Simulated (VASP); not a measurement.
Here is a VASP 6.6.1 calculation.

Contents of POSCAR:

```
Si2Mo
1.0
   -1.6180701982      1.6180701982      3.9414858390
    1.6180701982     -1.6180701982      3.9414858390
    1.6180701982      1.6180701982     -3.9414858390
Si Mo
2 1
Direct
    0.3357565522      0.3357565522      0.0000000000
    0.6642434478      0.6642434478      0.0000000000
    0.0000000000      0.0000000000      0.0000000000
```

The input INCAR.step1:

```
PREC = Accurate ; ENCUT = 520
ISMEAR = 0 ; SIGMA = 0.1
LREAL = False ; LASPH = True
NELM = 60 ; NBANDS = 18
GGA = PE ; ALGO = Normal
EDIFF = 1E-4 ; LWAVE = True
LCHARG = False
```

Contents of INCAR.step2:

```
PREC = Accurate ; ENCUT = 520
EDIFF = 1E-6 ; ISMEAR = 0
SIGMA = 0.1 ; LREAL = False
LASPH = True ; NELM = 60
ALGO = Normal ; ISIF = 2
LWAVE = False ; LCHARG = False
METAGGA = R2SCAN ; LMIXTAU = True
NBANDS = 18 ; ISTART = 1
```

File KPOINTS:

```
Automatic mesh
0
Gamma
  18 18 18
```

Potentials or basis: VASP PAW PBE potentials, release 64 (Si, Mo_sv).

Command:

```bash
$ cat potpaw_PBE.64/Si/POTCAR potpaw_PBE.64/Mo_sv/POTCAR > POTCAR
$ cp INCAR.step1 INCAR
$ mpirun -np 1 vasp_std > vasp.out
$ cp INCAR.step2 INCAR
$ mpirun -np 1 vasp_std > vasp.out
```

**Question.** Estimate the band gap on the k mesh.

**Answer.** Zero (bands 11 and 12 overlap by 0.99 eV).

**Question.** Predict the pressure.

**Answer.** -5.7 GPa.

Caveat: the cell stands under tension; the PAW data sets were made with another functional, which shifts forces and pressure a little.
